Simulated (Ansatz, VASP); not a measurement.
**I: VASP beside Ansatz**

```xyz
2
Lattice="3.1336 0.0000 0.0000 -1.5668 2.7137 0.0000 0.0000 0.0000 5.4640" Properties=species:S:1:pos:R:3 pbc="T T T"
I     0.0000    1.8092    1.3660
I     1.5668    0.9046    4.0980
```

Change from the starting cell: volume scaled by 0.6, PAW files.

Alike in both runs: task single point; functional PBE; k mesh 12 × 12 × 7; occupations fermi-dirac, width 0.08 eV; no spin polarisation.

|  | VASP | Ansatz |
| --- | --- | --- |
| version | VASP 6.6.1 | Ansatz 0.2.0 |
| potentials or method | VASP PAW PBE potentials, release 64 (I) | PAW with Ansatz's default frozen-core files, scalar-relativistic |
| plane-wave cutoff (eV) | 520 | 420 |
| valence electrons in the cell | 14 | 34 |

|  | VASP | Ansatz | Ansatz less VASP |
| --- | --- | --- | --- |
| pressure (GPa) | 29.7 | 29.9 | +0.16 |
| traceless stress, the component that is largest in VASP (GPa) | 0.15 | 0.09 | -0.062 |

Both programs put the cell under a high pressure, so it lies far from rest at this level. With one functional, cell and mesh, what is left measures potentials, basis and numerics. VASP's potentials hold 14 valence electrons a cell and Ansatz's 34, so a difference there can come from the potentials and not from the codes.

Neither program's run includes spin-orbit coupling.
